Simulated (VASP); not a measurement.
Write the native input for VASP 6.6.1 that does the following.

- Task: single point
- Functional: PBE0
- Potentials or basis: VASP PAW PBE potentials, release 64 (W_sv, C)
- Cutoff: 520 eV
- k mesh: 6 × 6 × 6
- Occupations: fermi-dirac, width 0.05 eV
- Spin: no spin polarisation
- Dipole correction: no
- Grid for exact exchange (PRECFOCK): Normal
- Further INCAR settings: ALGO = Normal; EDIFF = 1e-07; NBANDS = 16
- Share of exact exchange: 0.25

The system is WC.

```
W C
1.0
     0.00000    2.22154    2.22154
     2.22154    0.00000    2.22154
     2.22154    2.22154    0.00000
W C
1 1
Direct
  0.00000 0.00000 0.00000
  0.50000 0.50000 0.50000
```

These files were run (other wordings do the same):

POSCAR

```
WC
1.0
    0.0000000000      2.2215384142      2.2215384142
    2.2215384142      0.0000000000      2.2215384142
    2.2215384142      2.2215384142      0.0000000000
W C
1 1
Direct
    0.0000000000      0.0000000000      0.0000000000
    0.5000000000      0.5000000000      0.5000000000
```

INCAR.step1

```
SYSTEM = WC
  ALGO = Normal
  EDIFF = 1E-5
  ENCUT = 520
  GGA = PE
  ISIF = 2
  ISMEAR = -1
  LASPH = .True.
  LCHARG = .False.
  LREAL = .False.
  LWAVE = .True.
  NBANDS = 16
  NELM = 100
  PREC = Accurate
  SIGMA = 0.05
```

INCAR.step2

```
SYSTEM = WC
  AEXX = 0.25
  ALGO = Normal
  EDIFF = 1E-7
  ENCUT = 520
  GGA = PE
  ISIF = 2
  ISMEAR = -1
  ISTART = 1
  LASPH = .True.
  LCHARG = .False.
  LHFCALC = .True.
  LREAL = .False.
  LWAVE = .False.
  NBANDS = 16
  NELM = 100
  PREC = Accurate
  PRECFOCK = Normal
  SIGMA = 0.05
```

KPOINTS

```
k-points
0
Gamma
  6 6 6
  0 0 0
```

Potentials or basis: VASP PAW PBE potentials, release 64 (W_sv, C).

Command:

```console
$ cat potpaw_PBE.64/W_sv/POTCAR potpaw_PBE.64/C/POTCAR > POTCAR
$ cp INCAR.step1 INCAR
$ mpirun -np 1 vasp_std > vasp.out
$ cp INCAR.step2 INCAR
$ mpirun -np 1 vasp_std > vasp.out
```

Results of the run:

* Pressure: -23.0 GPa
* Band gap on the k mesh: zero (bands 9 and 10 overlap by 3.80 eV)

Caveat: the k points lie up to 0.41 Å⁻¹ apart, too coarse for converged energies and pressures of a metal; the PAW data sets were made with another functional, which shifts forces and pressure a little; spin-orbit coupling is left out, which moves the levels of the heavy elements.

Run time: 38 min on 1 thread of Intel(R) Xeon(R) Platinum 8259CL CPU @ 2.50GHz (Skylake/Cascade Lake) (shared host), peak memory 0.16 GiB.
